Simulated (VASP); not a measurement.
# W (Pm-3m) in VASP: further runs

The runs below take W through single point, with PBE.

Everything below comes from runs of VASP 6.6.1. Logs are shortened: lines on timing, memory, paths and dates and some standing lists are left out, and cuts for length are marked.

**1. The cell of the first run**

It takes space group Pm-3m (No. 221, cubic). The conventional cell has a = 2.636 Å, b = 2.636 Å, c = 2.636 Å, α = 90.00°, β = 90.00°, γ = 90.00°. Within 3.5 Å of W (site symmetry m-3m) lie 6 W at 2.64 Å.

**2. Single point, PBE**

File INCAR:

```
PREC = Accurate ; ENCUT = 520
EDIFF = 1E-7 ; ISMEAR = -1
SIGMA = 0.05 ; LREAL = F
LASPH = T ; NELM = 60
ALGO = Normal ; ISIF = 2
LWAVE = F ; LCHARG = F
GGA = PE ; NBANDS = 13
```

File KPOINTS:

```
regular mesh
0
Gamma
  17 17 17
```

File POSCAR:

```
W
1.0
    2.6357039913      0.0000000000      0.0000000000
    0.0000000000      2.6357039913      0.0000000000
    0.0000000000      0.0000000000      2.6357039913
W
1
Direct
    0.0000000000      0.0000000000      0.0000000000
```

Potentials or basis: VASP PAW PBE potentials, release 64 (W_sv).

Started as:

```console
> cat potpaw_PBE.64/W_sv/POTCAR > POTCAR
> mpirun -np 1 vasp_std > vasp.out
```

OUTCAR:

```text
PREC = Accurate
   ENCUT = 520
   EDIFF = 1E-7
   ISMEAR = -1
   LREAL = F
   LASPH = T
   NELM = 60
   ISIF = 2
   GGA = PE

 ion  position               nearest neighbor table
   1  0.000  0.000  0.000-

  LATTYP: Found a simple cubic cell.
 ALAT       =     2.6357039913

  Lattice vectors:

 A1 = (   2.6357039913,   0.0000000000,   0.0000000000)
 A2 = (   0.0000000000,   2.6357039913,   0.0000000000)
 A3 = (   0.0000000000,   0.0000000000,   2.6357039913)

Analysis of symmetry for initial positions (statically):
=====================================================================
 Subroutine PRICEL returns:
 Original cell was already a primitive cell.

 Routine SETGRP: Setting up the symmetry group for a
 simple cubic supercell.

 Subroutine GETGRP returns: Found 48 space group operations
 (whereof 48 operations were pure point group operations)
 out of a pool of 48 trial point group operations.

The static configuration has the point symmetry O_h .

Analysis of symmetry for dynamics (positions and initial velocities):
=====================================================================
 Subroutine PRICEL returns:
 Original cell was already a primitive cell.

 Routine SETGRP: Setting up the symmetry group for a
 simple cubic supercell.

 Subroutine GETGRP returns: Found 48 space group operations
 (whereof 48 operations were pure point group operations)
 out of a pool of 48 trial point group operations.

The dynamic configuration has the point symmetry O_h .

 Subroutine INISYM returns: Found 48 space group operations
 (whereof 48 operations are pure point group operations),
 and found     1 'primitive' translations

----------------------------------------------------------------------------------------

                                     Primitive cell

  volume of cell :      18.3101

  direct lattice vectors                    reciprocal lattice vectors
     2.635703991  0.000000000  0.000000000     0.379405276  0.000000000  0.000000000
     0.000000000  2.635703991  0.000000000     0.000000000  0.379405276  0.000000000
     0.000000000  0.000000000  2.635703991     0.000000000  0.000000000  0.379405276

  length of vectors
     2.635703991  2.635703991  2.635703991     0.379405276  0.379405276  0.379405276

  position of ions in fractional coordinates (direct lattice)
     0.000000000  0.000000000  0.000000000

  ion indices of the primitive-cell ions
   primitive index   ion index
                 1           1
[... 73 lines left out ...]
   LREAL  =      F    real-space projection
   EDIFFG = 0.1E-05   stopping-criterion for IOM
   NSW    =      0    number of steps for IOM
   IBRION =     -1    ionic relax: 0-MD 1-quasi-New 2-CG
   NFREE  =      0    steps in history (QN), initial steepest desc. (CG)
   ISIF   =      2    stress and relaxation
   ISYM   =      2    0-nonsym 1-usesym 2-fastsym
   POTIM  = 0.5000    time-step for ionic-motion
   TEBEG  =    0.0;   TEEND  =   0.0 temperature during run
   PSTRESS=    0.0 pullay stress
   NELECT =      14.0000    total number of electrons
   NUPDOWN=      -1.0000    fix difference up-down
   EMIN   =  10.00;   EMAX   =-10.00  energy-range for DOS
   EFERMI =   0.00;   METHOD = LEGACY
   ISMEAR =    -1;   SIGMA  =   0.05  broadening in eV -4-tet -1-fermi 0-gaus
   EFERMI_NEDOS =   21; number of points for ismear=-14 and -15
   IALGO  =     38    algorithm
   IMIX   =      4    mixing-type and parameters
     AMIX     =   0.40;   BMIX     =  1.00
     AMIX_MAG =   1.60;   BMIX_MAG =  1.00
  volume/ion in A,a.u.               =      18.31       123.56
  Fermi-wavevector in a.u.,A,eV,Ry     =   1.496997  2.828914 30.490649  2.240999
  Thomas-Fermi vector in A             =   2.608941
   LORBIT       =      0    0 simple, 1 ext, 2 COOP (PROOUT), +10 PAW based schemes
   GGA     = PE    functional components
   LHFCALC =     F    Hartree Fock is set to
   AEXX    =    0.0000 exact exchange contribution
   IVDW    =     0    specifies the selected vdW correction
   LEPSILON=     F    determine dielectric tensor
   LRPA    =     F    only Hartree local field effects (RPA)
 non-spin polarized calculation
  energy-cutoff  :      520.00
  volume of cell :       18.31
 maximum number of plane-waves:       505
 NGX is ok and might be reduce to    20
   NGX =  9   NGY =  9   NGZ =  9

 number of electron      13.9999999 magnetization

 Free energy of the ion-electron system (eV)
  ---------------------------------------------------
  ext. energy  EPLUGINS =         0.00000000
  ---------------------------------------------------
  free energy    TOTEN  =       -11.50814049 eV

  energy without entropy =      -11.49949389  energy(sigma->0) =      -11.50381719

 E-fermi :   9.4101     XC(G=0): -12.6926

 val. band max:        9.4052858578   @ k =   0.4706   0.1176   0.1176
 cond. band min:       9.4118572755   @ k =   0.4118   0.2941   0.1176
 fundamental gap:      0.0065714177
 Fermi energy:         9.4100856077

 k-point     1 :       0.0000    0.0000    0.0000
  band No.  band energies     occupation
      1     -64.7303      2.00000
      2     -28.3423      2.00000
      3     -28.3422      2.00000
      4     -28.3422      2.00000
      5       0.7987      2.00000
      6       5.0439      2.00000
      7       5.0439      2.00000
      8      14.0708      0.00000
      9      14.0708      0.00000
     10      14.0708      0.00000
     11      24.0158      0.00000
     12      24.0158      0.00000
     13      24.0158      0.00000
[... 354 lines left out ...]
  band No.  band energies     occupation
      1     -64.6228      2.00000
      2     -29.5783      2.00000
      3     -28.3971      2.00000
      4     -28.2143      2.00000
      5       4.7277      2.00000
      6       6.4622      2.00000
      7       7.4230      2.00000
      8      10.4160      0.00000
      9      11.2803      0.00000
     10      13.8858      0.00000
     11      18.5020      0.00000
     12      24.0137      0.00000
     13      27.4036      0.00000

 [... further k-points ...]
[... 5 lines left out ...]
  --------------------------------------------------------------------------------------
  -------------------------------------------------------------------------------------
  Total        0.0657714      0.0657714      0.0657714     -0.0000000      0.0000000     -0.0000000
  in kB        5.7551641      5.7551641      5.7551641     -0.0000000      0.0000000     -0.0000000
  external PRESSURE =       5.7551641 kB  Pullay stress =       0.0000000 kB

 VOLUME and BASIS-vectors are now :
 -----------------------------------------------------------------------------
  energy-cutoff  :      520.00
  volume of cell :       18.31
      direct lattice vectors                 reciprocal lattice vectors
     2.635703991  0.000000000  0.000000000     0.379405276  0.000000000  0.000000000
     0.000000000  2.635703991  0.000000000     0.000000000  0.379405276  0.000000000
     0.000000000  0.000000000  2.635703991     0.000000000  0.000000000  0.379405276

 POSITION                                       TOTAL-FORCE (eV/Angst)
 -----------------------------------------------------------------------------------
      0.00000      0.00000      0.00000         0.000000      0.000000      0.000000
 -----------------------------------------------------------------------------------
    total drift:                               -0.000000      0.000000      0.000000

  FREE ENERGIE OF THE ION-ELECTRON SYSTEM (eV)
  ---------------------------------------------------
  free  energy   TOTEN  =       -11.5081404906 eV

  energy  without entropy=      -11.4994938938  energy(sigma->0) =      -11.50381719
```

OSZICAR:

```text
N       E                     dE             d eps       ncg     rms          rms(c)
DAV:   1     0.893814060004E+02    0.89381E+02   -0.74830E+03  4290   0.120E+03
DAV:   2    -0.101485793580E+02   -0.99530E+02   -0.95149E+02  4800   0.314E+02
DAV:   3    -0.119226537920E+02   -0.17741E+01   -0.17631E+01  4800   0.412E+01
DAV:   4    -0.119319977435E+02   -0.93440E-02   -0.93435E-02  4810   0.329E+00
DAV:   5    -0.119320992064E+02   -0.10146E-03   -0.10146E-03  4840   0.325E-01    0.173E+01
DAV:   6    -0.115848056454E+02    0.34729E+00   -0.34234E-01  4410   0.717E+00    0.717E+00
DAV:   7    -0.115106976946E+02    0.74108E-01   -0.15158E-01  4665   0.456E+00    0.510E-01
DAV:   8    -0.115081490784E+02    0.25486E-02   -0.44397E-03  4480   0.847E-01    0.316E-02
DAV:   9    -0.115081467459E+02    0.23325E-05   -0.71255E-05  5115   0.109E-01    0.392E-02
DAV:  10    -0.115081407700E+02    0.59760E-05   -0.17093E-05  4660   0.527E-02    0.553E-03
DAV:  11    -0.115081405341E+02    0.23583E-06   -0.31793E-07  4575   0.642E-03    0.598E-04
DAV:  12    -0.115081404906E+02    0.43576E-07   -0.45792E-09  2505   0.747E-04
   1 F= -.11508140E+02 E0= -.11503817E+02  d E =-.864660E-02
```

stdout:

```text
POSCAR found type information on POSCAR W
 POSCAR found :  1 types and       1 ions
 scaLAPACK will be used
 LDA part: xc-table for (Slater+PW92), standard interpolation
 POSCAR, INCAR and KPOINTS ok, starting setup
 FFT: planning ... GRIDC
 FFT: planning ... GRID_SOFT
 FFT: planning ... GRID
 WAVECAR not read
 entering main loop
```

Run time: 13 s. Hardware: 1 thread of Intel Xeon 6975P-C (Granite Rapids), shared host; peak memory 0.15 GiB.

What came out:

| Item | Value |
| --- | --- |
| Free energy | -11.5081 eV |
| Pressure | 0.6 GPa |
| Band gap on the k mesh | zero (band 7 reaches 11.16 eV, above the bottom of band 8 at 8.56 eV) |

Levels at points of the mesh, in eV from the Fermi level:
| k point | band 5 | band 6 | band 7 | band 8 | band 9 | band 10 |
| --- | --- | --- | --- | --- | --- | --- |
| (0.00, 0.00, 0.00) | -8.61 | -4.37 | -4.37 | 4.66 | 4.66 | 4.66 |

Caveat: spin-orbit coupling is left out, which moves the levels of the heavy elements.

**3. Single point, PBE**

This run uses another cell than the first one, of 18.40 Å³/atom, 1.005 times its volume.

File INCAR:

```
PREC = Accurate
ENCUT = 520
EDIFF = 1E-6
ISMEAR = -1
SIGMA = 0.05
LREAL = False
LASPH = True
NELM = 80
ALGO = Normal
ISIF = 2
LWAVE = False
LCHARG = False
GGA = PE
NBANDS = 13
```

File KPOINTS:

```
Automatic mesh
0
Gamma
  18 18 18
```

File POSCAR:

```
W
1.0
    2.6401863146      0.0000000000      0.0000000000
    0.0000000000      2.6401863146      0.0000000000
    0.0000000000      0.0000000000      2.6401863146
W
1
Direct
    0.0000000000      0.0000000000      0.0000000000
```

Potentials or basis: VASP PAW PBE potentials, release 64 (W_sv).

Started as:

```console
> cat potpaw_PBE.64/W_sv/POTCAR > POTCAR
> mpirun -np 1 vasp_std > vasp.out
```

Wall time 17 s (1 thread of Intel Xeon 6975P-C (Granite Rapids), shared host); peak memory 0.16 GiB.

The run converged. Its results:

* Free energy: -11.5019 eV
* Pressure: 0.6 GPa
* Band gap on the k mesh: zero (band 7 reaches 11.13 eV, above the bottom of band 8 at 8.34 eV)

Levels at points of the mesh, in eV from the Fermi level:
| k point | band 3 | band 4 | band 5 | band 6 | band 7 | band 8 | band 9 | band 10 | band 11 | band 12 |
| --- | --- | --- | --- | --- | --- | --- | --- | --- | --- | --- |
| (0.00, 0.00, 0.00) | -37.73 | -37.73 | -8.54 | -4.29 | -4.29 | 4.67 | 4.67 | 4.67 | 14.61 | 14.61 |
| (0.50, 0.00, 0.00) | -37.61 | -37.61 | -5.06 | -3.33 | -0.75 | 0.93 | 0.93 | 5.07 | 9.12 | 13.84 |
| (0.50, 0.50, 0.00) | -38.81 | -37.51 | -5.48 | -2.89 | 1.69 | 1.69 | 4.71 | 4.71 | 7.30 | 14.00 |
| (0.50, 0.50, 0.50) | -38.65 | -38.65 | -3.84 | -3.84 | -3.84 | 7.36 | 7.57 | 7.57 | 11.44 | 11.44 |

Caveat: spin-orbit coupling is left out, which moves the levels of the heavy elements.
